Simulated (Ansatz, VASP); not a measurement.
Ca2SiN2 in VASP and in Ansatz

```
Ca Si N
1.0
     5.57152    0.00000    0.00000
    -2.78576    4.82508    0.00000
     0.00000    0.00000    5.11414
Ca Si N
2 1 2
Direct
  0.33333 0.66667 0.50000
  0.66667 0.33333 0.50000
  0.00000 0.00000 0.50000
  0.00000 0.00000 0.11472
  0.00000 0.00000 0.88528
```

Alike in both runs: functional PBE; k mesh 12 × 12 × 8; occupations gaussian, width 0.1 eV; no spin polarisation.

Ansatz relaxed the structure, and its values are those at the end. VASP's run is a single point on that final structure, the one shown.

|  | VASP | Ansatz |
| --- | --- | --- |
| version | VASP 6.6.1 | Ansatz 0.2.0 |
| potentials or method | VASP PAW PBE potentials, release 64 (Ca_sv, Si, N), cutoff 600 eV | scalar-relativistic, plane waves, PAW |
| valence electrons in the cell | 34 | 34 |

```csv
,VASP,Ansatz,Ansatz less VASP
gap on the k mesh at the Fermi level (eV),none,none,-
pressure (GPa),0.2,0.0,-0.19
rms of the force components (eV/Å),0.205,0.000,-0.2044
```

A gap of «none» marks a metal or a gap that the smearing closes. One of these differences is far larger than is usual between the two programs; its cause wasn't traced.

Noted on VASP's run: the standard files for N, O and F lose accuracy on very short bonds.
